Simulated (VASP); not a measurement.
# MgF2 (P4_2/mnm) in VASP: further runs

Runs on MgF2. Level: r2SCAN. Tasks: single point.

Program: VASP 6.6.1. These are calculated values, not measurements. Logs are shortened: lines on timing, memory, paths and dates and some standing lists are left out, and cuts for length are marked.

## Step 1: The cell of the first run

Symmetry: P4_2/mnm, No. 136, tetragonal system. The conventional cell has a = 4.622 Å, b = 4.622 Å, c = 3.077 Å, α = 90.00°, β = 90.00°, γ = 90.00°. Within 2.6 Å of Mg (site symmetry mmm) lie 6 F at 1.98 to 2.00 Å. F (site symmetry m2m) has 3 Mg at 1.98 to 2.00 Å and 1 F at 2.57 Å within 2.6 Å.

## Step 2: Single point, r2SCAN (uniaxial z strain +1.0%)

The input, POSCAR:

```
MgF2
1.0
    4.6220159946      0.0000000000      0.0000000000
    0.0000000000      4.6220159946      0.0000000000
    0.0000000000      0.0000000000      3.0765728771
Mg F
2 4
Direct
    0.0000000000      0.0000000000      0.0000000000
    0.5000000000      0.5000000000      0.5000000000
    0.3033639063      0.3033639063      0.0000000000
    0.1966360937      0.8033639063      0.5000000000
    0.8033639063      0.1966360937      0.5000000000
    0.6966360937      0.6966360937      0.0000000000
```

The input, INCAR.step1:

```
PREC     = Accurate       # precision mode
ENCUT    = 660            # plane-wave cutoff, eV
ISMEAR   = 0              # smearing method
SIGMA    = 0.01           # smearing width, eV
LREAL    = F              # projectors in reciprocal space
LASPH    = T              # aspherical terms in the spheres
NELM     = 120            # most SCF steps
NBANDS   = 25             # bands
GGA      = PE             # functional
ALGO     = Normal         # electronic algorithm
EDIFF    = 1E-5           # SCF threshold, eV
LWAVE    = T              # write WAVECAR
LCHARG   = F              # write CHGCAR
GGA_COMPAT= F
```

The input, INCAR.step2:

```
PREC     = Accurate       # precision mode
ENCUT    = 660            # plane-wave cutoff, eV
EDIFF    = 1E-6           # SCF threshold, eV
ISMEAR   = 0              # smearing method
SIGMA    = 0.01           # smearing width, eV
LREAL    = F              # projectors in reciprocal space
LASPH    = T              # aspherical terms in the spheres
NELM     = 120            # most SCF steps
ALGO     = Normal         # electronic algorithm
ISIF     = 2              # what is computed and relaxed
LWAVE    = F              # write WAVECAR
LCHARG   = F              # write CHGCAR
METAGGA  = R2SCAN         # meta-GGA
LMIXTAU  = T            
NBANDS   = 25             # bands
ISTART   = 1            
GGA_COMPAT= F
```

The input, KPOINTS:

```
regular mesh
0
Gamma
  6 6 8
```

Potentials or basis: VASP PAW PBE potentials, release 64 (Mg, F).

Started as:

```bash
$ cat potpaw_PBE.64/Mg/POTCAR potpaw_PBE.64/F/POTCAR > POTCAR
$ cp INCAR.step1 INCAR
$ mpirun -np 1 vasp_std > vasp.out
$ cp INCAR.step2 INCAR
$ mpirun -np 1 vasp_std > vasp.out
```

OUTCAR:

```text
PREC = Accurate
   ENCUT = 660
   EDIFF = 1E-6
   ISMEAR = 0
   LREAL = F
   LASPH = T
   NELM = 120
   ISIF = 2
   METAGGA = R2SCAN
   ISTART = 1

 ion  position               nearest neighbor table
   1  0.000  0.000  0.000-   3 1.98   6 1.98   5 2.00   4 2.00   4 2.00   5 2.00   2 3.61   2 3.61
                             2 3.61   2 3.61   2 3.61   2 3.61   2 3.61   2 3.61
   2  0.500  0.500  0.500-   4 1.98   5 1.98   3 2.00   6 2.00   3 2.00   6 2.00   1 3.61   1 3.61
                             1 3.61   1 3.61   1 3.61   1 3.61   1 3.61   1 3.61
   3  0.303  0.303  0.000-   1 1.98   2 2.00   2 2.00
   4  0.197  0.803  0.500-   2 1.98   1 2.00   1 2.00
   5  0.803  0.197  0.500-   2 1.98   1 2.00   1 2.00
   6  0.697  0.697  0.000-   1 1.98   2 2.00   2 2.00

  LATTYP: Found a simple tetragonal cell.
 ALAT       =     4.6220159946
 C/A-ratio  =     0.6656344073

  Lattice vectors:

 A1 = (   4.6220159946,   0.0000000000,   0.0000000000)
 A2 = (   0.0000000000,   4.6220159946,   0.0000000000)
 A3 = (   0.0000000000,   0.0000000000,   3.0765728771)

Analysis of symmetry for initial positions (statically):
=====================================================================
 Subroutine PRICEL returns:
 Original cell was already a primitive cell.

 Routine SETGRP: Setting up the symmetry group for a
 simple tetragonal supercell.

 Subroutine GETGRP returns: Found 16 space group operations
 (whereof  8 operations were pure point group operations)
 out of a pool of 16 trial point group operations.

The static configuration has the point symmetry D_2h.
 The point group associated with its full space group is D_4h.

Analysis of symmetry for dynamics (positions and initial velocities):
=====================================================================
 Subroutine PRICEL returns:
 Original cell was already a primitive cell.

 Routine SETGRP: Setting up the symmetry group for a
 simple tetragonal supercell.

 Subroutine GETGRP returns: Found 16 space group operations
 (whereof  8 operations were pure point group operations)
 out of a pool of 16 trial point group operations.

The dynamic configuration has the point symmetry D_2h.
 The point group associated with its full space group is D_4h.

 Subroutine INISYM returns: Found 16 space group operations
 (whereof  8 operations are pure point group operations),
 and found     1 'primitive' translations

----------------------------------------------------------------------------------------

                                     Primitive cell

  volume of cell :      65.7249

  direct lattice vectors                    reciprocal lattice vectors
     4.622015995  0.000000000  0.000000000     0.216355807  0.000000000  0.000000000
     0.000000000  4.622015995  0.000000000     0.000000000  0.216355807  0.000000000
     0.000000000  0.000000000  3.076572877     0.000000000  0.000000000  0.325036994

  length of vectors
     4.622015995  4.622015995  3.076572877     0.216355807  0.216355807  0.325036994

  position of ions in fractional coordinates (direct lattice)
     0.000000000  0.000000000  0.000000000
     0.500000000  0.500000000  0.500000000
     0.303363906  0.303363906  0.000000000
     0.196636094  0.803363906  0.500000000
     0.803363906  0.196636094  0.500000000
     0.696636094  0.696636094  0.000000000

  ion indices of the primitive-cell ions
   primitive index   ion index
                 1           1
                 2           2
                 3           3
                 4           4
                 5           5
                 6           6

----------------------------------------------------------------------------------------

 KPOINTS: regular mesh

Automatic generation of k-mesh.
 Grid dimensions read from file:
 generate k-points for:    6    6    8

 Generating k-lattice:

  Cartesian coordinates                     Fractional coordinates (reciprocal lattice)
     0.036059301  0.000000000  0.000000000     0.166666667  0.000000000  0.000000000
     0.000000000  0.036059301  0.000000000     0.000000000  0.166666667  0.000000000
     0.000000000  0.000000000  0.040629624     0.000000000  0.000000000  0.125000000

  Length of vectors
     0.036059301  0.036059301  0.040629624

  Shift w.r.t. Gamma in fractional coordinates (k-lattice)
     0.000000000  0.000000000  0.000000000

 Subroutine IBZKPT returns following result:
 ===========================================

 Found     50 irreducible k-points:

 Following reciprocal coordinates:
            Coordinates               Weight
  0.000000  0.000000  0.000000      1.000000
  0.166667  0.000000  0.000000      4.000000
  0.333333  0.000000  0.000000      4.000000
  0.500000  0.000000  0.000000      2.000000
  0.166667  0.166667  0.000000      4.000000
  0.333333  0.166667  0.000000      8.000000
[... 16 lines left out ...]
  0.333333  0.000000  0.250000      8.000000
  0.500000  0.000000  0.250000      4.000000
 [... further k-points ...]
   k-points           NKPTS =     50   k-points in BZ     NKDIM =     50   number of bands    NBANDS=     25
   number of dos      NEDOS =    301   number of ions     NIONS =      6
   total plane-waves  NPLWV =  44800
   dimension x,y,z NGX =    40 NGY =   40 NGZ =   28
   dimension x,y,z NGXF=    80 NGYF=   80 NGZF=   56
   ions per type =               2   4
   NGX,Y,Z   is equivalent  to a cutoff of  14.39, 14.39, 15.13 a.u.
   NGXF,Y,Z  is equivalent  to a cutoff of  28.77, 28.77, 30.26 a.u.
 SYSTEM =  unknown system
   PREC   = accura    normal or accurate (medium, high low for compatibility)
   ISTART =      1    job   : 0-new  1-cont  2-samecut
   ICHARG =      0    charge: 1-file 2-atom 10-const
   ISPIN  =      1    spin polarized calculation?
   LNONCOLLINEAR =      F non collinear calculations
   LSORBIT =      F    spin-orbit coupling
   LASPH  =      T    aspherical Exc in radial PAW
   ENCUT  =  660.0 eV  48.51 Ry    6.96 a.u.   9.68  9.68  6.44*2*pi/ulx,y,z
   NELM   =    120;   NELMIN=  2; NELMDL=  0     # of ELM steps
   EDIFF  = 0.1E-05   stopping-criterion for ELM
   LREAL  =      F    real-space projection
   EDIFFG = 0.1E-04   stopping-criterion for IOM
   NSW    =      0    number of steps for IOM
   IBRION =     -1    ionic relax: 0-MD 1-quasi-New 2-CG
   NFREE  =      0    steps in history (QN), initial steepest desc. (CG)
   ISIF   =      2    stress and relaxation
   ISYM   =      2    0-nonsym 1-usesym 2-fastsym
   POTIM  = 0.5000    time-step for ionic-motion
   TEBEG  =    0.0;   TEEND  =   0.0 temperature during run
   PSTRESS=    0.0 pullay stress
   NELECT =      32.0000    total number of electrons
   NUPDOWN=      -1.0000    fix difference up-down
   EMIN   =  10.00;   EMAX   =-10.00  energy-range for DOS
   EFERMI =   0.00;   METHOD = LEGACY
   ISMEAR =     0;   SIGMA  =   0.01  broadening in eV -4-tet -1-fermi 0-gaus
   EFERMI_NEDOS =   21; number of points for ismear=-14 and -15
   IALGO  =     38    algorithm
   IMIX   =      4    mixing-type and parameters
     AMIX     =   0.40;   BMIX     =  1.00
     AMIX_MAG =   1.60;   BMIX_MAG =  1.00
  volume/ion in A,a.u.               =      10.95        73.92
  Fermi-wavevector in a.u.,A,eV,Ry     =   1.287898  2.433774 22.567728  1.658681
  Thomas-Fermi vector in A             =   2.419884
   LORBIT       =      0    0 simple, 1 ext, 2 COOP (PROOUT), +10 PAW based schemes
   METAGGA = R2SCAN    functional components
   LHFCALC =     F    Hartree Fock is set to
   AEXX    =    0.0000 exact exchange contribution
   IVDW    =     0    specifies the selected vdW correction
   LEPSILON=     F    determine dielectric tensor
   LRPA    =     F    only Hartree local field effects (RPA)
 non-spin polarized calculation
 Gauss-broadening in eV      SIGMA  =   0.01
  energy-cutoff  :      660.00
  volume of cell :       65.72
 maximum number of plane-waves:      2568
 NGX is ok and might be reduce to    40
   NGX = 19   NGY = 19   NGZ = 13

 number of electron      32.0000002 magnetization

 Free energy of the ion-electron system (eV)
  ---------------------------------------------------
  ext. energy  EPLUGINS =         0.00000000
  ---------------------------------------------------
  free energy    TOTEN  =       -43.85072914 eV

  energy without entropy =      -43.85072914  energy(sigma->0) =      -43.85072914

 E-fermi :  -1.7779     XC(G=0): -10.2064

 val. band max:       -1.9042185723   @ k =   0.0000   0.0000   0.0000
 cond. band min:       6.0448310779   @ k =   0.0000   0.0000   0.0000
 fundamental gap:      7.9490496503
 Fermi energy:        -1.7778847766

 k-point     1 :       0.0000    0.0000    0.0000
  band No.  band energies     occupation
      1     -23.7353      2.00000
      2     -22.9615      2.00000
      3     -22.9615      2.00000
      4     -22.8814      2.00000
      5      -5.8994      2.00000
      6      -4.3716      2.00000
[... 17 lines left out ...]
     24      17.8583      0.00000
     25      17.8583      0.00000

 k-point     2 :       0.1667    0.0000    0.0000
  band No.  band energies     occupation
      1     -23.6923      2.00000
      2     -23.0469      2.00000
      3     -22.9499      2.00000
      4     -22.8560      2.00000
      5      -5.7989      2.00000
      6      -4.3326      2.00000
[... 17 lines left out ...]
     24      17.5738      0.00000
     25      17.9626      0.00000

 k-point     3 :       0.3333    0.0000    0.0000
  band No.  band energies     occupation
      1     -23.5718      2.00000
      2     -23.2102      2.00000
      3     -22.9194      2.00000
      4     -22.8544      2.00000
      5      -5.5335      2.00000
      6      -4.7531      2.00000
[... 17 lines left out ...]
     24      17.1939      0.00000
     25      17.7077      0.00000

 k-point     4 :       0.5000    0.0000    0.0000
  band No.  band energies     occupation
      1     -23.3988      2.00000
      2     -23.3988      2.00000
      3     -22.8817      2.00000
      4     -22.8817      2.00000
      5      -5.1720      2.00000
      6      -5.1720      2.00000
[... 17 lines left out ...]
     24      16.8666      0.00000
     25      17.7135      0.00000
[... 477 lines left out ...]
 k-point    22 :       0.1667    0.0000    0.2500
  band No.  band energies     occupation
      1     -23.5113      2.00000
      2     -23.0127      2.00000
      3     -22.9218      2.00000
      4     -22.8904      2.00000
      5      -5.4699      2.00000
      6      -4.3841      2.00000
[... 17 lines left out ...]
     24      16.6533      0.00000
     25      17.2429      0.00000

 k-point    23 :       0.3333    0.0000    0.2500
  band No.  band energies     occupation
      1     -23.4156      2.00000
      2     -23.1357      2.00000
      3     -22.9078      2.00000
      4     -22.8818      2.00000
      5      -5.2534      2.00000
      6      -4.6416      2.00000
[... 17 lines left out ...]
     24      15.8838      0.00000
     25      16.4321      0.00000

 k-point    24 :       0.5000    0.0000    0.2500
  band No.  band energies     occupation
      1     -23.2802      2.00000
      2     -23.2802      2.00000
      3     -22.8915      2.00000
      4     -22.8915      2.00000
      5      -4.9556      2.00000
      6      -4.9556      2.00000
[... 17 lines left out ...]
     24      15.4301      0.00000
     25      16.9422      0.00000

 [... further k-points ...]
[... 5 lines left out ...]
  --------------------------------------------------------------------------------------
  -------------------------------------------------------------------------------------
  Total       -0.8336190     -0.8336190     -1.4704910      0.0000000      0.0000000      0.0000000
  in kB      -20.3211416    -20.3211416    -35.8461785      0.0000000      0.0000000      0.0000000
  external PRESSURE =     -25.4961539 kB  Pullay stress =       0.0000000 kB

 VOLUME and BASIS-vectors are now :
 -----------------------------------------------------------------------------
  energy-cutoff  :      660.00
  volume of cell :       65.72
      direct lattice vectors                 reciprocal lattice vectors
     4.622015995  0.000000000  0.000000000     0.216355807  0.000000000  0.000000000
     0.000000000  4.622015995  0.000000000     0.000000000  0.216355807  0.000000000
     0.000000000  0.000000000  3.076572877     0.000000000  0.000000000  0.325036994

 POSITION                                       TOTAL-FORCE (eV/Angst)
 -----------------------------------------------------------------------------------
      0.00000      0.00000      0.00000         0.000000      0.000000      0.000000
      2.31101      2.31101      1.53829         0.000000      0.000000      0.000000
      1.40215      1.40215      0.00000         0.004553      0.004553      0.000000
      0.90886      3.71316      1.53829        -0.004553      0.004553      0.000000
      3.71316      0.90886      1.53829         0.004553     -0.004553      0.000000
      3.21986      3.21986      0.00000        -0.004553     -0.004553      0.000000
 -----------------------------------------------------------------------------------
    total drift:                                0.000000      0.000000      0.000000

  FREE ENERGIE OF THE ION-ELECTRON SYSTEM (eV)
  ---------------------------------------------------
  free  energy   TOTEN  =       -43.8507291449 eV

  energy  without entropy=      -43.8507291449  energy(sigma->0) =      -43.85072914
```

Wall time 4.7 min (1 thread of Intel Xeon Platinum 8375C at 2.90GHz (Ice Lake), shared host); peak memory 0.27 GiB.

Results:

```yaml
Free_energy: -43.8507 eV
Pressure: -2.5 GPa
Largest_force: 0.006 eV/Å
Band_gap_on_the_k_mesh: 7.95 eV
```

Forces in eV/Å, atoms in the order of the input:
```
Mg   0.000  0.000  0.000
Mg   0.000  0.000  0.000
F    0.005  0.005  0.000
F   -0.005  0.005  0.000
F    0.005 -0.005  0.000
F   -0.005 -0.005  0.000
```

Caveat: the cell differs from its parent crystal (uniaxial z strain +1.0%); the PAW data sets were made with another functional, which shifts forces and pressure a little. A k mesh can miss the band edges.

## Step 3: Single point, r2SCAN (uniaxial z strain +2.0%)

The input, POSCAR:

```
MgF2
1.0
    4.6220159946      0.0000000000      0.0000000000
    0.0000000000      4.6220159946      0.0000000000
    0.0000000000      0.0000000000      3.1070339947
Mg F
2 4
Direct
    0.0000000000      0.0000000000      0.0000000000
    0.5000000000      0.5000000000      0.5000000000
    0.3037306658      0.3037306658      0.0000000000
    0.1962693342      0.8037306658      0.5000000000
    0.8037306658      0.1962693342      0.5000000000
    0.6962693342      0.6962693342      0.0000000000
```

The input, INCAR.step1:

```
PREC = Accurate
ENCUT = 660
ISMEAR = 0
SIGMA = 0.01
LREAL = False
LASPH = True
NELM = 120
NBANDS = 25
GGA = PE
ALGO = Normal
EDIFF = 1E-5
LWAVE = True
LCHARG = False
GGA_COMPAT = False
```

The input, INCAR.step2:

```
PREC = Accurate
ENCUT = 660
EDIFF = 1E-6
ISMEAR = 0
SIGMA = 0.01
LREAL = False
LASPH = True
NELM = 120
ALGO = Normal
ISIF = 2
LWAVE = False
LCHARG = False
METAGGA = R2SCAN
LMIXTAU = True
NBANDS = 25
ISTART = 1
GGA_COMPAT = False
```

The input, KPOINTS:

```
Automatic mesh
0
Gamma
  6 6 8
```

Potentials or basis: VASP PAW PBE potentials, release 64 (Mg, F).

Started as:

```bash
$ cat potpaw_PBE.64/Mg/POTCAR potpaw_PBE.64/F/POTCAR > POTCAR
$ cp INCAR.step1 INCAR
$ mpirun -np 1 vasp_std > vasp.out
$ cp INCAR.step2 INCAR
$ mpirun -np 1 vasp_std > vasp.out
```

Wall time 4.8 min (1 thread of Intel Xeon Platinum 8375C at 2.90GHz (Ice Lake), shared host); peak memory 0.28 GiB.

It converged, with:

| Property | Result |
| --- | --- |
| Free energy | -43.8347 eV |
| Pressure | -3.6 GPa |
| Largest force | 0.006 eV/Å |
| Band gap on the k mesh | 7.87 eV |

Forces in eV/Å, atoms in the order of the input:
```
Mg   0.000  0.000  0.000
Mg   0.000  0.000  0.000
F    0.004  0.004  0.000
F   -0.004  0.004  0.000
F    0.004 -0.004  0.000
F   -0.004 -0.004  0.000
```

Stress tensor (GPa, compression positive):
```
-2.62  0.00  0.00
 0.00 -2.62  0.00
 0.00  0.00 -5.50
```

Levels at points of the mesh, in eV from the valence-band top:
| k point | band 12 | band 13 | band 14 | band 15 | band 16 | band 17 | band 18 | band 19 | band 20 | band 21 |
| --- | --- | --- | --- | --- | --- | --- | --- | --- | --- | --- |
| (0.00, 0.00, 0.00) | -1.23 | -0.74 | -0.30 | -0.30 | 0.00 | 7.87 | 13.08 | 13.08 | 14.49 | 15.32 |
| (0.50, 0.00, 0.00) | -1.31 | -0.99 | -0.99 | -0.36 | -0.36 | 10.30 | 10.30 | 14.32 | 14.32 | 16.63 |
| (0.50, 0.50, 0.00) | -1.29 | -0.90 | -0.90 | -0.73 | -0.73 | 12.07 | 12.07 | 12.12 | 12.12 | 18.59 |
| (0.00, 0.00, 0.50) | -1.35 | -1.13 | -1.13 | -0.83 | -0.83 | 12.60 | 12.60 | 15.82 | 15.82 | 16.32 |
| (0.50, 0.00, 0.50) | -1.29 | -0.70 | -0.70 | -0.64 | -0.64 | 13.60 | 13.60 | 14.28 | 14.28 | 16.91 |
| (0.50, 0.50, 0.50) | -1.32 | -0.59 | -0.59 | -0.46 | -0.46 | 14.13 | 14.13 | 14.40 | 14.40 | 15.42 |

Caveat: the cell differs from its parent crystal (uniaxial z strain +2.0%); the cell stands under tension; the PAW data sets were made with another functional, which shifts forces and pressure a little.

[end of part 1 of 2]
